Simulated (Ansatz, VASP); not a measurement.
Ti4N3O: VASP beside Ansatz

File INCAR:

```
ALGO = Normal
EDIFF = 1E-6
ENCUT = 520
GGA = PE
ISIF = 2
ISMEAR = 0
LASPH = T
LCHARG = F
LREAL = F
LWAVE = F
NBANDS = 44
NELM = 80
PREC = Accurate
SIGMA = 0.1
```

KPOINTS

```
k-points
0
Gamma
  12 12 6
```

File POSCAR:

```
Ti4N3O
1.0
    3.0111522665      0.0000000000      0.0000000000
    0.0000000000      3.0111522665      0.0000000000
    0.0000000000      0.0000000000      8.5198966360
Ti N O
4 3 1
Direct
    0.0000000000      0.0000000000      0.7400555231
    0.5000000000      0.5000000000      0.0000000000
    0.0000000000      0.0000000000      0.2599444769
    0.5000000000      0.5000000000      0.5000000000
    0.5000000000      0.5000000000      0.2483437698
    0.0000000000      0.0000000000      0.5000000000
    0.5000000000      0.5000000000      0.7516562302
    0.0000000000      0.0000000000      0.0000000000
```

Input for Ansatz:

```yaml
crystal:
  lattice:
    - [3.0111522665, 0.0, 0.0]
    - [0.0, 3.0111522665, 0.0]
    - [0.0, 0.0, 8.519896636]
  atoms:
    - { symbol: Ti, position: [0.0, 0.0, 0.7400555231] }
    - { symbol: Ti, position: [0.5, 0.5, 0.0] }
    - { symbol: Ti, position: [0.0, 0.0, 0.2599444769] }
    - { symbol: Ti, position: [0.5, 0.5, 0.5] }
    - { symbol: "N", position: [0.5, 0.5, 0.2483437698] }
    - { symbol: "N", position: [0.0, 0.0, 0.5] }
    - { symbol: "N", position: [0.5, 0.5, 0.7516562302] }
    - { symbol: O, position: [0.0, 0.0, 0.0] }
basis:
  ecutwfc: 420
kpoints:
  mp_grid: { grid: [12, 12, 6] }
  band_path:
    path:
      - [[0.0, 0.0, 0.0], [0.0, 0.5, 0.0], [0.5, 0.5, 0.0], [0.0, 0.0, 0.0], [0.0, 0.0, 0.5], [0.0, 0.5, 0.5], [0.5, 0.5, 0.5], [0.0, 0.0, 0.5]]
      - [[0.0, 0.5, 0.0], [0.0, 0.5, 0.5]]
      - [[0.5, 0.5, 0.0], [0.5, 0.5, 0.5]]
    npoints: 14
hamiltonian:
  xc: pbe
scf:
  occupations: { method: gaussian, width: 0.1 }
  n_extra_bands: 20
output:
  forces: true
  stress: true
  eigenvalues: true
  populations: true
  dos: { projected: true, de: 0.02, nscf_kmesh: { grid: [15, 15, 8] } }
  bader: true
  write_density: true
  write_potential: true
  elf: true
  volumetric_format: npy
```

Alike in both runs: task single point; functional PBE; k mesh 12 × 12 × 6; occupations gaussian, width 0.1 eV; no spin polarisation.

|  | VASP | Ansatz |
| --- | --- | --- |
| version | VASP 6.6.1 | Ansatz 0.2.0 |
| potentials or method | VASP PAW PBE potentials, release 64 (Ti_sv, N, O), cutoff 520 eV | scalar-relativistic, plane waves, PAW |
| valence electrons in the cell | 69 | 69 |

Ansatz gave:

| Quantity | Value |
| --- | --- |
| gap on the k mesh at the Fermi level (eV) | none |
| pressure (GPa) | 0.0 |

Task: Estimate VASP's values.

Result: gap on the k mesh at the Fermi level (eV): none; pressure (GPa): 0.5.

A gap of «none» marks a metal or a gap that the smearing closes.
